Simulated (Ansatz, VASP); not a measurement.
## Nb3O: VASP beside Ansatz

INCAR

```
PREC     = Accurate       # precision mode
ENCUT    = 520            # plane-wave cutoff, eV
EDIFF    = 1E-8           # SCF threshold, eV
ISMEAR   = -1             # smearing method
SIGMA    = 0.15           # smearing width, eV
LREAL    = F              # projectors in reciprocal space
LASPH    = T              # aspherical terms in the spheres
NELM     = 100            # most SCF steps
ALGO     = Normal         # electronic algorithm
ISIF     = 2              # what is computed and relaxed
LWAVE    = F              # write WAVECAR
LCHARG   = F              # write CHGCAR
GGA      = PS             # functional
LEFG     = T            
NBANDS   = 55             # bands
```

The input KPOINTS:

```
Automatic mesh
0
Gamma
  8 8 8
```

Contents of POSCAR:

```
Nb3O
1.0
    4.9139558905      0.0000000000      0.0000000000
    0.0000000000      4.9139558905      0.0000000000
    0.0000000000      0.0000000000      4.9139558905
Nb O
6 2
Direct
    0.2500000000      0.0000000000      0.5000000000
    0.5000000000      0.7500000000      0.0000000000
    0.7500000000      0.0000000000      0.5000000000
    0.5000000000      0.2500000000      0.0000000000
    0.0000000000      0.5000000000      0.7500000000
    0.0000000000      0.5000000000      0.2500000000
    0.0000000000      0.0000000000      0.0000000000
    0.5000000000      0.5000000000      0.5000000000
```

Input for Ansatz:

```yaml
crystal:
  lattice:
    - [4.9139558905, 0.0, 0.0]
    - [0.0, 4.9139558905, 0.0]
    - [0.0, 0.0, 4.9139558905]
  atoms:
    - { symbol: Nb, position: [0.25, 0.0, 0.5] }
    - { symbol: Nb, position: [0.5, 0.75, 0.0] }
    - { symbol: Nb, position: [0.75, 0.0, 0.5] }
    - { symbol: Nb, position: [0.5, 0.25, 0.0] }
    - { symbol: Nb, position: [0.0, 0.5, 0.75] }
    - { symbol: Nb, position: [0.0, 0.5, 0.25] }
    - { symbol: O, position: [0.0, 0.0, 0.0] }
    - { symbol: O, position: [0.5, 0.5, 0.5] }
basis:
  ecutwfc: 420
kpoints:
  mp_grid: { grid: [8, 8, 8] }
hamiltonian:
  xc: pbesol
scf:
  occupations: { method: fermi_dirac, width: 0.15 }
output:
  forces: true
  stress: true
  eigenvalues: true
  efg: {}
checkpoint:
  read: start.run
  write: ck
  compress: false
  write_wavefunctions: false
  write_every: 100000
```

Alike in both runs: task electric field gradients; functional PBEsol; k mesh 8 × 8 × 8; occupations fermi-dirac, width 0.15 eV; no spin polarisation.

```csv
,VASP,Ansatz
version,VASP 6.6.1,Ansatz 0.2.0
potentials or method,"VASP PAW PBE potentials, release 64 (Nb_sv, O), cutoff 520 eV","scalar-relativistic, plane waves, PAW"
valence electrons in the cell,90,90
```

```csv
,VASP,Ansatz,Ansatz less VASP
gap on the k mesh at the Fermi level (eV),none,none,-
pressure (GPa),-0.1,0.0,+0.15
size of Vzz on the site where it differs most (V/Å²),19.8,17.3,-2.43
```

VASP's potentials were made for PBE, not for PBEsol. A gap of «none» marks a metal or a gap that the smearing closes. With one functional, cell and mesh, what is left measures potentials, basis and numerics.
